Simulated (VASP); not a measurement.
# BaTiO3 (R3m) in VASP: notebook

Runs on BaTiO3. Level: PBE. Tasks: electric field gradients.

Program: VASP 6.6.1. These are calculated values, not measurements. Logs are shortened: lines on timing, memory, paths and dates and some standing lists are left out, and cuts for length are marked.

## Step 1: The cell of the first run

It takes space group R3m (No. 160, trigonal). Conventional cell: a = 5.617 Å, b = 5.617 Å, c = 6.907 Å, α = 90.00°, β = 90.00°, γ = 120.00°. Within 3.7 Å of Ba (site symmetry 3m) lie 12 O at 2.77 to 2.86 Å and 8 Ti at 3.36 to 3.55 Å. Within 2.5 Å of Ti (site symmetry 3m) lie 6 O at 1.86 to 2.12 Å. O (site symmetry m) has 2 Ti at 1.86 to 2.12 Å within 2.5 Å.

## Step 2: Electric field gradients, PBE (12.58 Å³/atom)

INCAR reads:

```
PREC = Accurate
ENCUT = 520
EDIFF = 1E-8
ISMEAR = -1
SIGMA = 0.05
LREAL = F
LASPH = T
NELM = 60
ALGO = Normal
ISIF = 2
LWAVE = F
LCHARG = F
GGA = PE
LEFG = T
NBANDS = 28
```

KPOINTS reads:

```
regular mesh
0
Gamma
  9 9 9
```

POSCAR reads:

```
BaTiO3
1.0
    2.8086899470      1.6215978970      2.3021758936
   -2.8086899470      1.6215978970      2.3021758936
    0.0000000000     -3.2431957940      2.3021758936
Ba Ti O
1 1 3
Direct
    0.0000000000      0.0000000000      0.0000000000
    0.5140000000      0.5140000000      0.5140000000
    0.4916000000      0.4916000000      0.9815000000
    0.4916000000      0.9815000000      0.4916000000
    0.9815000000      0.4916000000      0.4916000000
```

Potentials or basis: VASP PAW PBE potentials, release 64 (Ba_sv, Ti_sv, O).

Launch:

```
> cat potpaw_PBE.64/Ba_sv/POTCAR potpaw_PBE.64/Ti_sv/POTCAR potpaw_PBE.64/O/POTCAR > POTCAR
> mpirun -np 1 vasp_std > vasp.out
```

OUTCAR:

```text
PREC = Accurate
   ENCUT = 520
   EDIFF = 1E-8
   ISMEAR = -1
   LREAL = F
   LASPH = T
   NELM = 60
   ISIF = 2
   GGA = PE

 ion  position               nearest neighbor table
   1  0.000  0.000  0.000-   4 2.77   5 2.77   3 2.77   3 2.81   3 2.81   4 2.81   5 2.81   5 2.81
                             4 2.81   5 2.86   4 2.86   3 2.86   2 3.36   2 3.41   2 3.41   2 3.41
   2  0.514  0.514  0.514-   4 1.86   5 1.86   3 1.86   4 2.12   5 2.12   3 2.12   1 3.36   1 3.41
                             1 3.41   1 3.41   1 3.47   1 3.47   1 3.47   1 3.55
   3  0.492  0.492  0.981-   2 1.86   2 2.12   1 2.77   1 2.81   1 2.81   1 2.86
   4  0.492  0.981  0.492-   2 1.86   2 2.12   1 2.77   1 2.81   1 2.81   1 2.86
   5  0.981  0.492  0.492-   2 1.86   2 2.12   1 2.77   1 2.81   1 2.81   1 2.86

  LATTYP: Found a trigonal (rhomboedric) cell.
 ALAT       =     3.9772267729
 COS(alpha) =     0.0025827226

  Lattice vectors:

 A1 = (   2.8086899470,   1.6215978970,   2.3021758936)
 A2 = (  -2.8086899470,   1.6215978970,   2.3021758936)
 A3 = (   0.0000000000,  -3.2431957940,   2.3021758936)

Analysis of symmetry for initial positions (statically):
=====================================================================
 Subroutine PRICEL returns:
 Original cell was already a primitive cell.

 Routine SETGRP: Setting up the symmetry group for a
 trigonal (rhombohedral) supercell.

 Subroutine GETGRP returns: Found  6 space group operations
 (whereof  6 operations were pure point group operations)
 out of a pool of 12 trial point group operations.

The static configuration has the point symmetry C_3v.

Analysis of symmetry for dynamics (positions and initial velocities):
=====================================================================
 Subroutine PRICEL returns:
 Original cell was already a primitive cell.

 Routine SETGRP: Setting up the symmetry group for a
 trigonal (rhombohedral) supercell.

 Subroutine GETGRP returns: Found  6 space group operations
 (whereof  6 operations were pure point group operations)
 out of a pool of 12 trial point group operations.

The dynamic configuration has the point symmetry C_3v.

 Subroutine INISYM returns: Found  6 space group operations
 (whereof  6 operations are pure point group operations),
 and found     1 'primitive' translations

----------------------------------------------------------------------------------------

                                     Primitive cell

  volume of cell :      62.9125

  direct lattice vectors                    reciprocal lattice vectors
     2.808689947  1.621597897  2.302175894     0.178018937  0.102779281  0.144790558
    -2.808689947  1.621597897  2.302175894    -0.178018937  0.102779281  0.144790558
     0.000000000 -3.243195794  2.302175894     0.000000000 -0.205558563  0.144790558

  length of vectors
     3.977226773  3.977226773  3.977226773     0.251433149  0.251433149  0.251433149

  position of ions in fractional coordinates (direct lattice)
     0.000000000  0.000000000  0.000000000
     0.514000000  0.514000000  0.514000000
     0.491600000  0.491600000  0.981500000
     0.491600000  0.981500000  0.491600000
     0.981500000  0.491600000  0.491600000

  ion indices of the primitive-cell ions
   primitive index   ion index
                 1           1
                 2           2
                 3           3
                 4           4
                 5           5

----------------------------------------------------------------------------------------

 KPOINTS: regular mesh

Automatic generation of k-mesh.
 Grid dimensions read from file:
 generate k-points for:    9    9    9

 Generating k-lattice:

  Cartesian coordinates                     Fractional coordinates (reciprocal lattice)
     0.019779882  0.011419920  0.016087840     0.111111111  0.000000000  0.000000000
    -0.019779882  0.011419920  0.016087840     0.000000000  0.111111111  0.000000000
[... 51 lines left out ...]
   ICHARG =      2    charge: 1-file 2-atom 10-const
   ISPIN  =      1    spin polarized calculation?
   LNONCOLLINEAR =      F non collinear calculations
   LSORBIT =      F    spin-orbit coupling
   LASPH  =      T    aspherical Exc in radial PAW
   ENCUT  =  520.0 eV  38.22 Ry    6.18 a.u.   7.40  7.40  7.40*2*pi/ulx,y,z
   NELM   =     60;   NELMIN=  2; NELMDL= -5     # of ELM steps
   EDIFF  = 0.1E-07   stopping-criterion for ELM
   LREAL  =      F    real-space projection
   EDIFFG = 0.1E-06   stopping-criterion for IOM
   NSW    =      0    number of steps for IOM
   IBRION =     -1    ionic relax: 0-MD 1-quasi-New 2-CG
   NFREE  =      0    steps in history (QN), initial steepest desc. (CG)
   ISIF   =      2    stress and relaxation
   ISYM   =      2    0-nonsym 1-usesym 2-fastsym
   POTIM  = 0.5000    time-step for ionic-motion
   TEBEG  =    0.0;   TEEND  =   0.0 temperature during run
   PSTRESS=    0.0 pullay stress
   NELECT =      40.0000    total number of electrons
   NUPDOWN=      -1.0000    fix difference up-down
   EMIN   =  10.00;   EMAX   =-10.00  energy-range for DOS
   EFERMI =   0.00;   METHOD = LEGACY
   ISMEAR =    -1;   SIGMA  =   0.05  broadening in eV -4-tet -1-fermi 0-gaus
   EFERMI_NEDOS =   21; number of points for ismear=-14 and -15
   IALGO  =     38    algorithm
   IMIX   =      4    mixing-type and parameters
     AMIX     =   0.40;   BMIX     =  1.00
     AMIX_MAG =   1.60;   BMIX_MAG =  1.00
  volume/ion in A,a.u.               =      12.58        84.91
  Fermi-wavevector in a.u.,A,eV,Ry     =   1.407719  2.660203 26.962289  1.981672
  Thomas-Fermi vector in A             =   2.529950
   LORBIT       =      0    0 simple, 1 ext, 2 COOP (PROOUT), +10 PAW based schemes
   GGA     = PE    functional components
   LHFCALC =     F    Hartree Fock is set to
   AEXX    =    0.0000 exact exchange contribution
   IVDW    =     0    specifies the selected vdW correction
   LEPSILON=     F    determine dielectric tensor
   LRPA    =     F    only Hartree local field effects (RPA)
 non-spin polarized calculation
  energy-cutoff  :      520.00
  volume of cell :       62.91
 maximum number of plane-waves:      1743
 NGX is ok and might be reduce to    30
   NGX = 15   NGY = 15   NGZ = 15

 number of electron      40.0000000 magnetization

 Free energy of the ion-electron system (eV)
  ---------------------------------------------------
  ext. energy  EPLUGINS =         0.00000000
  ---------------------------------------------------
  free energy    TOTEN  =       -39.91812426 eV

  energy without entropy =      -39.91812426  energy(sigma->0) =      -39.91812426

 E-fermi :   5.0401     XC(G=0): -11.3425

 val. band max:        3.8917312006   @ k =   0.4444   0.4444   0.4444
 cond. band min:       6.3307953221   @ k =   0.0000   0.0000   0.0000
 fundamental gap:      2.4390641215
 Fermi energy:         5.0401369091

 k-point     1 :       0.0000    0.0000    0.0000
  band No.  band energies     occupation
      1     -52.2852      2.00000
      2     -28.5550      2.00000
      3     -28.5550      2.00000
      4     -28.5505      2.00000
      5     -20.8361      2.00000
      6     -12.9450      2.00000
[... 733 lines left out ...]
     27      12.1985      0.00000
     28      13.8550      0.00000

 [... further k-points ...]

------------------------ aborting loop because EDIFF is reached ----------------------------------------

  FORCE on cell =-STRESS in cart. coord.  units (eV):
  Direction    XX          YY          ZZ          XY          YZ          ZX
  --------------------------------------------------------------------------------------
  -------------------------------------------------------------------------------------
  Total        4.2891193      4.2891193      4.0681917      0.0000000      0.0000000     -0.0000000
  in kB      109.2300119    109.2300119    103.6036998      0.0000000      0.0000000     -0.0000000
  external PRESSURE =     107.3545745 kB  Pullay stress =       0.0000000 kB

 VOLUME and BASIS-vectors are now :
 -----------------------------------------------------------------------------
  energy-cutoff  :      520.00
  volume of cell :       62.91
      direct lattice vectors                 reciprocal lattice vectors
     2.808689947  1.621597897  2.302175894     0.178018937  0.102779281  0.144790558
    -2.808689947  1.621597897  2.302175894    -0.178018937  0.102779281  0.144790558
     0.000000000 -3.243195794  2.302175894     0.000000000 -0.205558563  0.144790558

 POSITION                                       TOTAL-FORCE (eV/Angst)
 -----------------------------------------------------------------------------------
      0.00000      0.00000      0.00000        -0.000000     -0.000000      0.068380
      0.00000      0.00000      3.54996        -0.000000     -0.000000     -0.353171
      0.00000     -1.58884      4.52308        -0.000000     -0.349086      0.094930
     -1.37598      0.79442      4.52308        -0.302318      0.174543      0.094930
      1.37598      0.79442      4.52308         0.302318      0.174543      0.094930
 -----------------------------------------------------------------------------------
    total drift:                               -0.000000      0.000003     -0.001223

  FREE ENERGIE OF THE ION-ELECTRON SYSTEM (eV)
  ---------------------------------------------------
  free  energy   TOTEN  =       -39.9181242610 eV

  energy  without entropy=      -39.9181242609  energy(sigma->0) =      -39.91812426

 Electric field gradients (V/A^2)
---------------------------------------------------------------------
 ion       V_xx      V_yy      V_zz      V_xy      V_xz      V_yz
---------------------------------------------------------------------
   1      -1.811    -1.811     3.623     0.000    -0.000    -0.000
   2      -5.203    -5.203    10.405     0.000     0.000     0.000
   3      -9.795     8.049     1.746     0.000    -0.000   -13.507
   4       3.588    -5.334     1.746    -7.727   -11.697     6.754
   5       3.588    -5.334     1.746     7.727    11.697     6.754
---------------------------------------------------------------------

 Electric field gradients after diagonalization (V/A^2)
 (convention: |V_zz| > |V_xx| > |V_yy|)
----------------------------------------------------------------------
 ion       V_xx      V_yy      V_zz     asymmetry (V_yy - V_xx)/ V_zz
----------------------------------------------------------------------
   1      -1.811    -1.811     3.623       0.000
   2      -5.203    -5.203    10.405       0.000
   3      -9.795    -8.972    18.768       0.044
   4      -9.795    -8.972    18.768       0.044
   5      -9.795    -8.972    18.768       0.044
----------------------------------------------------------------------

           NMR quadrupolar parameters

 Cq : quadrupolar parameter    Cq=e*Q*V_zz/h
 eta: asymmetry parameters     (V_yy - V_xx)/ V_zz
 Q  : nuclear electric quadrupole moment in mb (millibarn)
----------------------------------------------------------------------
 ion       Cq(MHz)       eta       Q (mb)
----------------------------------------------------------------------
   1       0.009       0.000       1.000
   2       0.025       0.000       1.000
   3       0.045       0.044       1.000
   4       0.045       0.044       1.000
   5       0.045       0.044       1.000
----------------------------------------------------------------------
```

Wall time 4.7 min (1 thread of Intel Xeon 8259CL, shared host); peak memory 0.28 GiB.

What came out:

```yaml
Free_energy: -39.9181 eV
Pressure: 10.7 GPa
Largest_force: 0.362 eV/Å
Band_gap_on_the_k_mesh: 2.44 eV (least direct gap 2.77 eV)
Largest_electric_field_gradient_by_atom: Ba +3.6; Ti +10.4; O +18.8 V/Å²
```

Forces in eV/Å, atoms in the order of the input:
```
Ba   0.000  0.000  0.068
Ti   0.000  0.000 -0.353
O    0.000 -0.349  0.095
O   -0.302  0.175  0.095
O    0.302  0.175  0.095
```

Electric field gradients, principal values (V/Å²):
```csv
atom,least,middle,greatest (by size)
1 Ba,-1.811,-1.811,3.623
2 Ti,-5.203,-5.203,10.405
3 O,-8.972,-9.795,18.768
4 O,-8.972,-9.795,18.768
5 O,-8.972,-9.795,18.768
```

Caveat: the cell stands under pressure; without QUAD_EFG the Cq values of the log hold for a quadrupole moment of 1 mb, not for the nuclei; spin-orbit coupling is left out, which moves the levels of the heavy elements.

[end of part 1 of 3]
